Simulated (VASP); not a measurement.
Al3Cu: single point with PBEsol

Crystal: Al3Cu.

```
Al Cu
1.0
     2.92562    0.00000    0.00000
     0.00000    2.63375    0.00000
     0.00000    0.00000    7.60296
Al Cu
3 1
Direct
  0.00000 0.00000 0.50000
  0.50000 0.50000 0.22069
  0.50000 0.50000 0.77931
  0.00000 0.00000 0.00000
```

This cell differs from its parent crystal: strain +0.0525 x Voigt [1, -1, 0, 0, 0, 0].

```yaml
Program: VASP 6.6.1
Task: single point
Functional: PBEsol
Potentials_or_basis: VASP PAW PBE potentials, release 64 (Al, Cu)
Cutoff: 520 eV
k_mesh: 18 × 18 × 6
Occupations: gaussian, width 0.15 eV
Spin: no spin polarisation
```

* Pressure: 1.6 GPa
* Largest force: 0.042 eV/Å
* Band gap on the k mesh: zero (bands 10 and 11 overlap by 6.55 eV)

Forces in eV/Å, atoms in the order of the input:
```
Al   0.000  0.000  0.000
Al   0.000  0.000  0.042
Al   0.000  0.000 -0.042
Cu   0.000  0.000  0.000
```

Stress tensor (GPa, compression positive):
```
-2.30  0.00  0.00
 0.00  7.45  0.00
 0.00  0.00 -0.44
```

Levels at points of the mesh, in eV from the Fermi level:
```
           k point  band 8  band 9  band 10  band 11  band 12  band 13
(0.00, 0.00, 0.00)   -3.27   -1.86     0.40     4.74     5.85     7.20
(0.50, 0.00, 0.00)   -3.57   -3.46    -2.79    -2.42     2.21     3.32
(0.00, 0.50, 0.00)   -3.69   -3.48    -1.94    -1.40     3.04     4.39
(0.50, 0.50, 0.00)   -0.40   -0.32    -0.03     0.15     0.34     0.79
(0.00, 0.00, 0.50)   -3.52   -3.27     3.96     5.36     5.39     5.46
(0.50, 0.00, 0.50)   -3.46   -2.90    -1.54    -1.50    -0.46     0.24
(0.00, 0.50, 0.50)   -3.69   -2.42    -0.60    -0.50     0.60     1.29
(0.50, 0.50, 0.50)   -1.58   -1.53    -0.47    -0.44     0.69     1.64
```

Run time: 11 min on 1 thread of Intel Xeon 8259CL, on a shared host, peak memory 0.49 GiB.

Caveat: the cell differs from its parent crystal (strain +0.0525 x Voigt [1, -1, 0, 0, 0, 0]); the PAW data sets were made with another functional, which shifts forces and pressure a little.
